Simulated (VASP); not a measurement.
Runs of VASP 6.6.1 on Sn2Pt. The structure is that of space group Fm-3m (No. 225), or close to it. The cells are those of the table. 

```csv
cell,gap on the mesh (eV),pressure (GPa)
"a = 4.632 Å, angles 60.0°, 3 atoms",none,-6.6
"a = 4.588 Å, angles 60.0°, 3 atoms",none,-4.0
"a = 4.450 Å, angles 60.0°, 3 atoms",none,(b)
"a = 4.497 Å, angles 60.0°, 3 atoms",none,(a)
"a = 4.543 Å, angles 60.0°, 3 atoms",none,-0.9
```

Alike in all rows: task single point; level LDA; potentials or basis VASP PAW LDA potentials, release 64 (Sn_d, Pt); no spin polarisation; k mesh 8 × 8 × 8; cutoff (eV) 520; smearing fermi-dirac 0.01 eV.

**Question.** Fill in the values left out.

**Answer.** (a) 2.9; (b) 7.4.

Caveats: spin-orbit coupling is left out, which moves the levels of the heavy elements; the cell stands under tension (at least some runs); the cell stands under pressure (at least some runs).

A k mesh can miss the band edges, and the runs leave out spin-orbit coupling on Pt, Sn.

A gap of «none» marks levels without a gap at the run's occupations.
